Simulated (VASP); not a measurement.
Crystal: Ni.

```xyz
2
Lattice="2.4918 0.0000 0.0000 -1.2459 2.1579 0.0000 0.0000 0.0000 4.0690" Properties=species:S:1:pos:R:3 pbc="T T T"
Ni    0.0000    1.4386    1.0173
Ni    1.2459    0.7193    3.0518
```

This isn't the form of Ni at room conditions, which is fcc.

* Program: VASP 6.6.1
* Task: relaxation of cell and atoms
* Functional: LDA
* Potentials or basis: VASP PAW LDA potentials, release 64 (Ni)
* Cutoff: 600 eV
* k mesh: 14 × 14 × 8
* Occupations: fermi-dirac, width 0.1 eV
* Spin: no spin polarisation

At the start: pressure -17.5 GPa; volume 10.94 Å³/atom.

Q: Where does the relaxation end?

A: Over 6 steps the energy falls by 53.9 meV/atom and the volume is 10.04 Å³/atom (-8.3 %); space group P6_3/mmc (No. 194, to 0.1 Å) before and after.

The path:
```csv
step,energy change (eV),largest force (eV/Å),pressure (GPa),volume (Å³)
1,0.0000,0.0000,-17.50,21.88
2,0.0385,0.0000,29.02,18.31
3,-0.1075,0.0000,-0.43,20.11
4,-0.1075,0.0000,0.06,20.07
5,-0.1077,0.0000,0.04,20.07
6,-0.1078,0.0000,0.00,20.07
```

Final structure:
```xyz
2
Lattice="2.4156 0.0000 0.0000 -1.2078 2.0919 0.0000 0.0000 0.0000 3.9721" Properties=species:S:1:pos:R:3 pbc="T T T"
Ni    0.0000    1.3946    0.9930
Ni    1.2078    0.6973    2.9791
```

Caveat: the run has no spin polarisation, though such a crystal can be magnetic.
